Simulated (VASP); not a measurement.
Write the native input for VASP 6.6.1 that does the following.

```
Task                   : relaxation of cell and atoms
Functional             : PBE
Potentials or basis    : VASP PAW PBE potentials, release 64 (Si, B, N)
Cutoff                 : 600 eV
k mesh                 : 6 × 6 × 4
Occupations            : gaussian, width 0.1 eV
Spin                   : no spin polarisation
Dipole correction      : no
Further INCAR settings : ALGO = Normal; EDIFF = 1e-06; IBRION = 2; EDIFFG = -0.04; NSW = 90; ISIF = 3
```

The structure of Si2BN lies in POSCAR:

```
Si2BN
1.0
    3.9960264400      0.0000000000      0.0000000000
   -1.9980132200      3.4606604100      0.0000000000
    0.0000000000      0.0000000000      4.1424619800
Si B N
2 1 1
Direct
    0.3333333300      0.6666666700      0.0028389300
    0.6666666700      0.3333333300      0.9971610700
    0.0000000000      0.0000000000      0.5000000000
    0.0000000000      0.0000000000      0.0000000000
```

The cell was generated, and may not be a known phase.

One way to write it, as run:

INCAR

```
PREC = Accurate
ENCUT = 600
EDIFF = 1E-6
ISMEAR = 0
SIGMA = 0.1
LREAL = F
LASPH = T
NELM = 80
ALGO = Normal
ISIF = 3
LWAVE = F
LCHARG = F
GGA = PE
IBRION = 2
NSW = 90
EDIFFG = -0.04
```

KPOINTS

```
regular mesh
0
Gamma
  6 6 4
```

Potentials or basis: VASP PAW PBE potentials, release 64 (Si, B, N).

Run with:

```sh
$ cat potpaw_PBE.64/Si/POTCAR potpaw_PBE.64/B/POTCAR potpaw_PBE.64/N/POTCAR > POTCAR
$ mpirun -np 1 vasp_std > vasp.out
```

Results of the run:

```json
{"Relaxed volume": "15.07 Å³/atom", "Relaxed cell": "a = 5.199 Å, b = 5.199 Å, c = 2.575 Å, α = 90.00°, β = 90.00°, γ = 120.00°", "Space group after relaxing (to 0.1 Å)": "P6/mmm (No. 191)", "Pressure after relaxing": "0.0 GPa", "Band gap on the k mesh": "zero (bands 8 and 9 overlap by 1.33 eV)"}
```

Caveat: the k points lie up to 0.61 Å⁻¹ apart in the final cell, too coarse for converged energies and pressures of a metal; the highest band is partly filled, so the run has too few bands; a cell axis changed by over 15 % at a fixed basis, so the end point is rough.

Wall time 2 min on 1 thread of Intel(R) Xeon(R) 6975P-C (Granite Rapids) (shared host), peak memory 0.2 GiB.
